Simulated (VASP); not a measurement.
A run of VASP 6.6.1 is set up as follows.

File INCAR:

```
ALGO = Normal ; DIPOL = 0.5 0.5 0.316
EDIFF = 1E-7 ; ENCUT = 520
IDIPOL = 3 ; ISIF = 2
ISMEAR = 0 ; LASPH = T
LCHARG = F ; LDIPOL = T
LREAL = F ; LWAVE = F
NBANDS = 44 ; NELM = 60
PREC = Accurate ; SIGMA = 0.1
```

File KPOINTS:

```
k-points
0
Gamma
  6 6 1
```

The input POSCAR:

```
Ta3H
1.0
    4.6002247492      0.0000000000      0.0000000000
   -2.3001123746      3.9839114959      0.0000000000
    0.0000000000      0.0000000000     22.4017722044
Ta H
6 2
Direct
    0.6666666667      0.3333333333      0.1785573018
    0.3333333333      0.6666666667      0.2204743848
    0.0000000000      0.0000000000      0.2623914678
    0.6666666667      0.3333333333      0.3016814391
    0.3333333333      0.6666666667      0.3385386112
    0.0000000000      0.0000000000      0.3750494438
    0.1708412725      0.6666666667      0.4237063085
    0.4958253942      0.6666666667      0.4237063085
```

Potentials or basis: VASP PAW LDA potentials, release 64 (Ta_pv, H).

The run is started by

```console
$ cat potpaw_LDA.64/Ta_pv/POTCAR potpaw_LDA.64/H/POTCAR > POTCAR
$ mpirun -np 1 vasp_std > vasp.out
```

**Question.** Predict the largest force.

**Answer.** 2.622 eV/Å.

**Question.** What does it give for the band gap on the k mesh?

**Answer.** Zero (bands 34 and 35 overlap by 0.17 eV).

Forces in eV/Å, atoms in the order of the input:
```
Ta   0.000  0.052  1.882
Ta   0.000  0.043 -1.081
Ta   0.000  0.044 -2.063
Ta   0.000 -0.310 -0.374
Ta   0.000  0.401  2.591
Ta   0.000 -0.756  1.410
H   -0.364  0.263 -1.183
H    0.364  0.263 -1.183
```

Caveat: spin-orbit coupling is left out, which moves the levels of the heavy elements.
